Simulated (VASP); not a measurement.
A run of VASP 6.6.1:

Contents of INCAR:

```
SYSTEM = RuC2
  PREC = Accurate
  ENCUT = 520
  EDIFF = 1E-6
  ISMEAR = 0
  SIGMA = 0.1
  LREAL = .FALSE.
  LASPH = .TRUE.
  NELM = 60
  ALGO = Normal
  ISIF = 2
  LWAVE = .FALSE.
  LCHARG = .TRUE.
  GGA = PE
  LELF = .TRUE.
  LVHAR = .TRUE.
  NBANDS = 31
```

Contents of KPOINTS:

```
Automatic mesh
0
G
  14 14 14
  0 0 0
```

POSCAR

```
RuC2
1.0
   -1.7894218284      1.7894218284      4.0243986958
    1.7894218284     -1.7894218284      4.0243986958
    1.7894218284      1.7894218284     -4.0243986958
Ru C
2 4
Direct
    0.0000000000      0.0000000000      0.0000000000
    0.7500000000      0.2500000000      0.5000000000
    0.4062671906      0.4062671906      0.0000000000
    0.1562671906      0.6562671906      0.5000000000
    0.3437328094      0.8437328094      0.5000000000
    0.5937328094      0.5937328094      0.0000000000
```

Potentials or basis: VASP PAW PBE potentials, release 64 (Ru_pv, C).

Launch:

```bash
$ cat potpaw_PBE.64/Ru_pv/POTCAR potpaw_PBE.64/C/POTCAR > POTCAR
$ mpirun -np 1 vasp_std > vasp.out
```

Hardware: 1 thread of AMD EPYC 9R45 96-Core Processor (Zen 5), on a shared host.

How long does it take, and how much memory?

Run time: 5.4 min on 1 thread of AMD EPYC 9R45 96-Core Processor (Zen 5), on a shared host, peak memory 0.4 GiB. Counts: scf iterations 13, k points 244.
